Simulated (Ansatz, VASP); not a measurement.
# One calculation of Hf, two programs

Contents of INCAR:

```
SYSTEM = Hf
PREC     = Accurate       ! precision mode
ENCUT    = 520            ! plane-wave cutoff, eV
EDIFF    = 1E-6           ! SCF threshold, eV
ISMEAR   = -1             ! smearing method
SIGMA    = 0.1            ! smearing width, eV
LREAL    = .False.        ! projectors in reciprocal space
LASPH    = .True.         ! aspherical terms in the spheres
NELM     = 80             ! most SCF steps
ALGO     = Normal         ! electronic algorithm
ISIF     = 2              ! what is computed and relaxed
LWAVE    = .False.        ! write WAVECAR
LCHARG   = .False.        ! write CHGCAR
GGA      = RP             ! functional
NBANDS   = 11             ! bands
```

The input KPOINTS:

```
regular mesh
0
Gamma
  12 12 12
  0 0 0
```

File POSCAR:

```
Hf
1.0
    2.9879570844      0.0000000000      0.0000000000
    0.0000000000      2.9879570844      0.0000000000
    0.0000000000      0.0000000000      2.9879570844
Hf
1
Direct
    0.0000000000      0.0000000000      0.0000000000
```

Input for Ansatz:

```yaml
crystal:
  lattice:
    - [2.9879570844, 0.0, 0.0]
    - [0.0, 2.9879570844, 0.0]
    - [0.0, 0.0, 2.9879570844]
  atoms:
    - { symbol: Hf, position: [0.0, 0.0, 0.0] }
hamiltonian:
  xc: rpbe
  pseudopotentials:
    kind: paw
    azcp:
      Hf: "pseudopotentials/Hf.paw.azcp"
basis:
  ecutwfc: 420
  fft_grid_basis: typed
kpoints:
  mp_grid: { grid: [12, 12, 12], shift: [0, 0, 0] }
magnetization:
  spin_polarized: false
scf:
  occupations: { method: fermi_dirac, width: 0.1 }
  lower_state_search: "off"
output:
  stress: true
```

Alike in both runs: task single point; functional RPBE; k mesh 12 × 12 × 12; occupations fermi-dirac, width 0.1 eV; no spin polarisation.

|  | VASP | Ansatz |
| --- | --- | --- |
| version | VASP 6.6.1 | Ansatz 0.2.0 |
| potentials or method | VASP PAW PBE potentials, release 64 (Hf_pv), cutoff 520 eV | plane waves (420 eV) with PAW, scalar-relativistic |
| valence electrons in the cell | 10 | 26 |

Ansatz gave:

| Item | Value |
| --- | --- |
| pressure (GPa) | -2.5 |

Problem. Which values does VASP return?

Solution. Pressure (GPa): -2.8.

VASP's potentials were made for PBE, not for RPBE. VASP's potentials hold 10 valence electrons a cell and Ansatz's 26, so a difference there can come from the potentials and not from the codes.

Neither program's run includes spin-orbit coupling.
